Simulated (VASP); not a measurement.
Write the native input for VASP 6.6.1 that does the following.

```
Task                   : single point
Functional             : r2SCAN
Potentials or basis    : VASP PAW PBE potentials, release 64 (Bi_d)
Cutoff                 : 520 eV
k mesh                 : 18 × 18 × 18
Occupations            : gaussian, width 0.15 eV
Spin                   : no spin polarisation
Dipole correction      : no
Further INCAR settings : ALGO = Normal; EDIFF = 1e-06; NBANDS = 14
```

Crystal: Bi.

```xyz
1
Lattice="-1.9220 1.9220 1.9814 1.9220 -1.9220 1.9814 1.9220 1.9220 -1.9814" Properties=species:S:1:pos:R:3 pbc="T T T"
Bi    0.0000    0.0000    0.0000
```

This cell differs from its parent crystal: strain -0.030 along x and y, +0.000 along z.

These files were run (other wordings do the same):

POSCAR

```
Bi
1.0
   -1.9219876158      1.9219876158      1.9814305318
    1.9219876158     -1.9219876158      1.9814305318
    1.9219876158      1.9219876158     -1.9814305318
Bi
1
Direct
    0.0000000000      0.0000000000      0.0000000000
```

INCAR.step1

```
SYSTEM = Bi
PREC     = Accurate       ! precision mode
ENCUT    = 520            ! plane-wave cutoff, eV
ISMEAR   = 0              ! smearing method
SIGMA    = 0.15           ! smearing width, eV
LREAL    = .False.        ! projectors in reciprocal space
LASPH    = .True.         ! aspherical terms in the spheres
NELM     = 100            ! most SCF steps
NBANDS   = 14             ! bands
GGA      = PE             ! functional
ALGO     = Normal         ! electronic algorithm
EDIFF    = 1E-4           ! SCF threshold, eV
LWAVE    = .True.         ! write WAVECAR
LCHARG   = .False.        ! write CHGCAR
```

INCAR.step2

```
SYSTEM = Bi
PREC     = Accurate       ! precision mode
ENCUT    = 520            ! plane-wave cutoff, eV
EDIFF    = 1E-6           ! SCF threshold, eV
ISMEAR   = 0              ! smearing method
SIGMA    = 0.15           ! smearing width, eV
LREAL    = .False.        ! projectors in reciprocal space
LASPH    = .True.         ! aspherical terms in the spheres
NELM     = 100            ! most SCF steps
ALGO     = Normal         ! electronic algorithm
ISIF     = 2              ! what is computed and relaxed
LWAVE    = .False.        ! write WAVECAR
LCHARG   = .False.        ! write CHGCAR
METAGGA  = R2SCAN         ! meta-GGA
LMIXTAU  = .True.       
NBANDS   = 14             ! bands
ISTART   = 1
```

KPOINTS

```
regular mesh
0
Gamma
  18 18 18
  0 0 0
```

Potentials or basis: VASP PAW PBE potentials, release 64 (Bi_d).

Launch:

```bash
$ cat potpaw_PBE.64/Bi_d/POTCAR > POTCAR
$ cp INCAR.step1 INCAR
$ mpirun -np 1 vasp_std > vasp.out
$ cp INCAR.step2 INCAR
$ mpirun -np 1 vasp_std > vasp.out
```

It gave:

The pressure is 3.9 GPa and the band gap on the k mesh is zero (an odd number of electrons rules out a gap without spin polarisation).

Caveat: the cell differs from its parent crystal (strain -0.030 along x and y, +0.000 along z); the cell stands under pressure; the PAW data sets were made with another functional, which shifts forces and pressure a little; spin-orbit coupling is left out, which moves the levels of the heavy elements.

It took 20 min on 1 thread of Intel Xeon 8259CL, with other jobs on the host, peak memory 0.31 GiB.
